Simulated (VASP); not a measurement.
# HfN in VASP: further runs

The runs below take HfN through single point, with PBEsol.

Everything below comes from runs of VASP 6.6.1. Logs are shortened: lines on timing, memory, paths and dates and some standing lists are left out, and cuts for length are marked.

### 1 The cell of the first run

The typed cell holds 2 atoms: a = 3.094 Å, b = 3.094 Å, c = 3.207 Å, α = 90.00°, β = 61.24°, γ = 120.00°.

### 2 Single point, PBEsol

INCAR reads:

```
SYSTEM = HfN
ALGO = Normal
EDIFF = 1E-7
ENCUT = 520
GGA = PS
ISIF = 2
ISMEAR = 0
ISYM = 0
LASPH = .TRUE.
LCHARG = .FALSE.
LREAL = .FALSE.
LWAVE = .FALSE.
NBANDS = 14
NELM = 80
PREC = Accurate
SIGMA = 0.1
```

KPOINTS reads:

```
k-points
0
G
  12 12 13
  0 0 0
```

POSCAR reads:

```
HfN
1.0
    3.0940786784     -0.0000005622     -0.0024547626
   -1.5470398261      2.6795515801      0.0000000000
    1.5449058447      0.8919518053      2.6650125408
Hf N
1 1
Direct
    0.0000000000      0.5000000000      0.5000000000
    0.0000000000      0.0000000000      0.0000000000
```

Potentials or basis: VASP PAW PBE potentials, release 64 (Hf_pv, N).

Command:

```sh
$ cat potpaw_PBE.64/Hf_pv/POTCAR potpaw_PBE.64/N/POTCAR > POTCAR
$ mpirun -np 1 vasp_std > vasp.out
```

OUTCAR:

```text
SYSTEM = HfN
   EDIFF = 1E-7
   ENCUT = 520
   GGA = PS
   ISIF = 2
   ISMEAR = 0
   ISYM = 0
   LASPH = .TRUE.
   LREAL = .FALSE.
   NELM = 80
   PREC = Accurate

 ion  position               nearest neighbor table
   1  0.000  0.500  0.500-   2 2.23   2 2.23   2 2.23   2 2.23   2 2.23   2 2.23
   2  0.000  0.000  0.000-   1 2.23   1 2.23   1 2.23   1 2.23   1 2.23   1 2.23

IMPORTANT INFORMATION: All symmetrisations will be switched off!
NOSYMM: (Re-)initialisation of all symmetry stuff for point group C_1.

----------------------------------------------------------------------------------------

                                     Primitive cell

  volume of cell :      22.1085

  direct lattice vectors                    reciprocal lattice vectors
     3.094078678 -0.000000562 -0.002454763     0.322999949  0.186484108 -0.249657116
    -1.547039826  2.679551580  0.000000000    -0.000098968  0.373139633 -0.124828558
     1.544905845  0.891951805  2.665012541     0.000297518  0.000171772  0.375002795

  length of vectors
     3.094079652  3.094079652  3.206961792     0.448813954  0.393465836  0.375002952

  position of ions in fractional coordinates (direct lattice)
     0.000000000  0.500000000  0.500000000
     0.000000000  0.000000000  0.000000000

  ion indices of the primitive-cell ions
   primitive index   ion index
                 1           1
                 2           2

----------------------------------------------------------------------------------------

 KPOINTS: k-points

Automatic generation of k-mesh.
 Grid dimensions read from file:
 generate k-points for:   12   12   13

 Generating k-lattice:

  Cartesian coordinates                     Fractional coordinates (reciprocal lattice)
     0.026916662  0.015540342 -0.020804760     0.083333333  0.000000000  0.000000000
    -0.000008247  0.031094969 -0.010402380    -0.000000000  0.083333333  0.000000000
     0.000022886  0.000013213  0.028846369     0.000000000  0.000000000  0.076923077

  Length of vectors
     0.037401163  0.032788820  0.028846381

  Shift w.r.t. Gamma in fractional coordinates (k-lattice)
     0.000000000  0.000000000  0.000000000

 Subroutine IBZKPT returns following result:
 ===========================================

 Found    938 irreducible k-points:

 Following reciprocal coordinates:
            Coordinates               Weight
  0.000000  0.000000  0.000000      1.000000
  0.083333  0.000000  0.000000      2.000000
  0.166667  0.000000  0.000000      2.000000
  0.250000 -0.000000  0.000000      2.000000
  0.333333  0.000000  0.000000      2.000000
  0.416667  0.000000  0.000000      2.000000
[... 16 lines left out ...]
 -0.250000  0.166667 -0.000000      2.000000
  0.166667  0.166667  0.000000      2.000000
 [... further k-points ...]
   k-points           NKPTS =    938   k-points in BZ     NKDIM =    938   number of bands    NBANDS=     14
   number of dos      NEDOS =    301   number of ions     NIONS =      2
   total plane-waves  NPLWV =  13824
   dimension x,y,z NGX =    24 NGY =   24 NGZ =   24
   dimension x,y,z NGXF=    48 NGYF=   48 NGZF=   48
   ions per type =               1   1
   NGX,Y,Z   is equivalent  to a cutoff of  12.90, 12.90, 12.44 a.u.
   NGXF,Y,Z  is equivalent  to a cutoff of  25.79, 25.79, 24.88 a.u.
 SYSTEM =  HfN
   PREC   = accura    normal or accurate (medium, high low for compatibility)
   ISTART =      0    job   : 0-new  1-cont  2-samecut
   ICHARG =      2    charge: 1-file 2-atom 10-const
   ISPIN  =      1    spin polarized calculation?
   LNONCOLLINEAR =      F non collinear calculations
   LSORBIT =      F    spin-orbit coupling
   LASPH  =      T    aspherical Exc in radial PAW
   ENCUT  =  520.0 eV  38.22 Ry    6.18 a.u.   5.75  5.75  5.96*2*pi/ulx,y,z
   NELM   =     80;   NELMIN=  2; NELMDL= -5     # of ELM steps
   EDIFF  = 0.1E-06   stopping-criterion for ELM
   LREAL  =      F    real-space projection
   EDIFFG = 0.1E-05   stopping-criterion for IOM
   NSW    =      0    number of steps for IOM
   IBRION =     -1    ionic relax: 0-MD 1-quasi-New 2-CG
   NFREE  =      0    steps in history (QN), initial steepest desc. (CG)
   ISIF   =      2    stress and relaxation
   ISYM   =      0    0-nonsym 1-usesym 2-fastsym
   POTIM  = 0.5000    time-step for ionic-motion
   TEBEG  =    0.0;   TEEND  =   0.0 temperature during run
   PSTRESS=    0.0 pullay stress
   NELECT =      15.0000    total number of electrons
   NUPDOWN=      -1.0000    fix difference up-down
   EMIN   =  10.00;   EMAX   =-10.00  energy-range for DOS
   EFERMI =   0.00;   METHOD = LEGACY
   ISMEAR =     0;   SIGMA  =   0.10  broadening in eV -4-tet -1-fermi 0-gaus
   EFERMI_NEDOS =   21; number of points for ismear=-14 and -15
   IALGO  =     38    algorithm
   IMIX   =      4    mixing-type and parameters
     AMIX     =   0.40;   BMIX     =  1.00
     AMIX_MAG =   1.60;   BMIX_MAG =  1.00
  volume/ion in A,a.u.               =      11.05        74.60
  Fermi-wavevector in a.u.,A,eV,Ry     =   1.438530  2.718428 28.155471  2.069369
  Thomas-Fermi vector in A             =   2.557487
   LORBIT       =      0    0 simple, 1 ext, 2 COOP (PROOUT), +10 PAW based schemes
   GGA     = PS    functional components
   LHFCALC =     F    Hartree Fock is set to
   AEXX    =    0.0000 exact exchange contribution
   IVDW    =     0    specifies the selected vdW correction
   LEPSILON=     F    determine dielectric tensor
   LRPA    =     F    only Hartree local field effects (RPA)
 non-spin polarized calculation
 Gauss-broadening in eV      SIGMA  =   0.10
  energy-cutoff  :      520.00
  volume of cell :       22.11
 maximum number of plane-waves:       615
   NGX = 11   NGY = 11   NGZ = 11

 number of electron      15.0000003 magnetization

 Free energy of the ion-electron system (eV)
  ---------------------------------------------------
  ext. energy  EPLUGINS =         0.00000000
  ---------------------------------------------------
  free energy    TOTEN  =       -22.94806207 eV

  energy without entropy =      -22.94534549  energy(sigma->0) =      -22.94670378

 E-fermi :   8.5409     XC(G=0): -13.1157

 val. band max:        8.5355751373   @ k =   0.0833  -0.0000   0.0769
 cond. band min:       8.5418961525   @ k =   0.1667   0.0833   0.3846
 fundamental gap:      0.0063210153
 Fermi energy:         8.5408781082

 k-point     1 :       0.0000    0.0000    0.0000
  band No.  band energies     occupation
      1     -22.3853      2.00000
      2     -22.2985      2.00000
      3     -22.2970      2.00000
      4      -9.1039      2.00000
      5       5.3605      2.00000
      6       5.6695      2.00000
      7       5.6704      2.00000
      8       7.5290      2.00000
      9       8.4359      1.86238
     10       8.4398      1.84724
     11      10.6619      0.00000
     12      10.6824      0.00000
     13      10.9109      0.00000
     14      18.2531      0.00000

 k-point     2 :       0.0833    0.0000    0.0000
  band No.  band energies     occupation
      1     -22.4296      2.00000
      2     -22.3602      2.00000
      3     -22.3221      2.00000
      4      -8.8751      2.00000
      5       4.3124      2.00000
      6       5.1876      2.00000
      7       5.4019      2.00000
      8       7.6273      2.00000
      9       8.6578      0.09817
     10       9.0672      0.00000
     11      10.8112      0.00000
     12      11.0059      0.00000
     13      12.2980      0.00000
     14      19.0088      0.00000

 k-point     3 :       0.1667    0.0000    0.0000
  band No.  band energies     occupation
      1     -22.6138      2.00000
      2     -22.4524      2.00000
      3     -22.3862      2.00000
      4      -8.3272      2.00000
      5       2.5863      2.00000
      6       4.7604      2.00000
      7       5.0216      2.00000
      8       6.8878      2.00000
      9       9.9886      0.00000
     10      10.4494      0.00000
     11      11.1935      0.00000
     12      11.4908      0.00000
     13      15.0470      0.00000
     14      20.9627      0.00000

 k-point     4 :       0.2500   -0.0000    0.0000
  band No.  band energies     occupation
      1     -22.8627      2.00000
      2     -22.5463      2.00000
      3     -22.4731      2.00000
      4      -7.8310      2.00000
      5       1.6464      2.00000
      6       4.5740      2.00000
      7       4.8435      2.00000
      8       5.9651      2.00000
      9      11.6094      0.00000
     10      11.6320      0.00000
     11      12.1782      0.00000
     12      12.2843      0.00000
     13      17.3178      0.00000
     14      21.0054      0.00000

 k-point     5 :       0.3333    0.0000    0.0000
  band No.  band energies     occupation
      1     -23.0824      2.00000
      2     -22.6356      2.00000
      3     -22.5593      2.00000
      4      -7.7155      2.00000
      5       1.8344      2.00000
      6       4.6011      2.00000
      7       4.8708      2.00000
      8       5.1999      2.00000
      9      12.2175      0.00000
     10      13.0833      0.00000
     11      13.2946      0.00000
[... 276 lines left out ...]
 k-point    22 :       0.0833    0.1667    0.0000
  band No.  band energies     occupation
      1     -22.8265      2.00000
      2     -22.4456      2.00000
      3     -22.3725      2.00000
      4      -7.9086      2.00000
      5       2.2253      2.00000
      6       3.6006      2.00000
      7       3.9621      2.00000
      8       8.1287      2.00000
      9       9.9759      0.00000
     10      10.4144      0.00000
     11      12.8168      0.00000
     12      13.0618      0.00000
     13      15.1668      0.00000
     14      21.0074      0.00000

 k-point    23 :      -0.2500    0.1667   -0.0000
  band No.  band energies     occupation
      1     -22.8265      2.00000
      2     -22.4456      2.00000
      3     -22.3725      2.00000
      4      -7.9086      2.00000
      5       2.2253      2.00000
      6       3.6006      2.00000
      7       3.9621      2.00000
      8       8.1287      2.00000
      9       9.9759      0.00000
     10      10.4144      0.00000
     11      12.8168      0.00000
     12      13.0618      0.00000
     13      15.1668      0.00000
     14      21.0074      0.00000

 k-point    24 :       0.1667    0.1667    0.0000
  band No.  band energies     occupation
      1     -23.0133      2.00000
      2     -22.5224      2.00000
      3     -22.4772      2.00000
      4      -7.4440      2.00000
      5       1.3587      2.00000
      6       3.3822      2.00000
      7       3.7886      2.00000
      8       7.4505      2.00000
      9      11.4996      0.00000
     10      12.1391      0.00000
     11      13.2722      0.00000
     12      13.5136      0.00000
     13      17.2710      0.00000
     14      20.9909      0.00000

 [... further k-points ...]
[... 5 lines left out ...]
  --------------------------------------------------------------------------------------
  -------------------------------------------------------------------------------------
  Total        1.6692697      1.6784968     -0.3243644     -0.0079910      0.0007328      0.0012695
  in kB      120.9701351    121.6388148    -23.5063285     -0.5790999      0.0531055      0.0919989
  external PRESSURE =      73.0342071 kB  Pullay stress =       0.0000000 kB

 VOLUME and BASIS-vectors are now :
 -----------------------------------------------------------------------------
  energy-cutoff  :      520.00
  volume of cell :       22.11
      direct lattice vectors                 reciprocal lattice vectors
     3.094078678 -0.000000562 -0.002454763     0.322999949  0.186484108 -0.249657116
    -1.547039826  2.679551580  0.000000000    -0.000098968  0.373139633 -0.124828558
     1.544905845  0.891951805  2.665012541     0.000297518  0.000171772  0.375002795

 POSITION                                       TOTAL-FORCE (eV/Angst)
 -----------------------------------------------------------------------------------
     -0.00107      1.78575      1.33251        -0.000000     -0.000000     -0.000000
      0.00000      0.00000      0.00000         0.000000      0.000000      0.000000
 -----------------------------------------------------------------------------------
    total drift:                               -0.000000     -0.000000     -0.000000

  FREE ENERGIE OF THE ION-ELECTRON SYSTEM (eV)
  ---------------------------------------------------
  free  energy   TOTEN  =       -22.9480620708 eV

  energy  without entropy=      -22.9453454869  energy(sigma->0) =      -22.94670378
```

It took 2.5 min on 1 thread of Intel Xeon Platinum 8259CL at 2.50GHz (Skylake/Cascade Lake), shared host; peak memory 0.4 GiB.

Results:

| Item | Value |
| --- | --- |
| Free energy | -22.9481 eV |
| Pressure | 7.3 GPa |

Stress tensor (GPa, compression positive):
```
12.10 -0.06  0.01
-0.06 12.16  0.01
 0.01  0.01 -2.35
```

Caveat: the PAW data sets were made with another functional, which shifts forces and pressure a little; spin-orbit coupling is left out, which moves the levels of the heavy elements.

### 3 Single point, PBEsol

This run uses another cell than the first one, of 11.15 Å³/atom, 1.008 times its volume.

INCAR reads:

```
SYSTEM = HfN
  PREC = Accurate
  ENCUT = 520
  EDIFF = 1E-7
  ISMEAR = 0
  SIGMA = 0.1
  LREAL = .False.
  LASPH = .True.
  NELM = 80
  ALGO = Normal
  ISIF = 2
  LWAVE = .False.
  LCHARG = .True.
  GGA = PS
  LELF = .True.
  LVHAR = .True.
  ISYM = 0
  NBANDS = 14
```

KPOINTS reads:

```
Automatic mesh
0
Gamma
  12 12 13
  0 0 0
```

POSCAR reads:

```
HfN
1.0
    3.0940796522      0.0000000000      0.0000000000
   -1.5470398261      2.6795515801      0.0000000000
    1.5470398261      0.8931838600      2.6889360992
Hf N
1 1
Direct
    0.0000000000      0.5000000000      0.5000000000
    0.0000000000      0.0000000000      0.0000000000
```

Potentials or basis: VASP PAW PBE potentials, release 64 (Hf_pv, N).

Command:

```sh
$ cat potpaw_PBE.64/Hf_pv/POTCAR potpaw_PBE.64/N/POTCAR > POTCAR
$ mpirun -np 1 vasp_std > vasp.out
```

Run time: 2.5 min. Hardware: 1 thread of Intel Xeon Platinum 8259CL at 2.50GHz (Skylake/Cascade Lake), shared host; peak memory 0.4 GiB.

It converged, with:

| Property | Result |
| --- | --- |
| Free energy | -22.9431 eV |
| Pressure | 4.7 GPa |

Stress tensor (GPa, compression positive):
```
10.29  0.06 -0.29
 0.06 10.23 -0.17
-0.29 -0.17 -6.40
```

Levels at points of the mesh, in eV from the Fermi level:
```
           k point  band 5  band 6  band 7  band 8  band 9  band 10
(0.00, 0.00, 0.00)   -3.19   -2.83   -2.83   -1.10   -0.06    -0.06
(0.50, 0.00, 0.00)   -5.34   -3.96   -3.75   -3.45    4.24     5.54
(0.00, 0.50, 0.00)   -9.03   -6.70   -6.09    2.74    4.39     4.57
(0.50, 0.50, 0.00)   -9.03   -6.70   -6.09    2.74    4.39     4.57
```

Caveat: the PAW data sets were made with another functional, which shifts forces and pressure a little; spin-orbit coupling is left out, which moves the levels of the heavy elements.
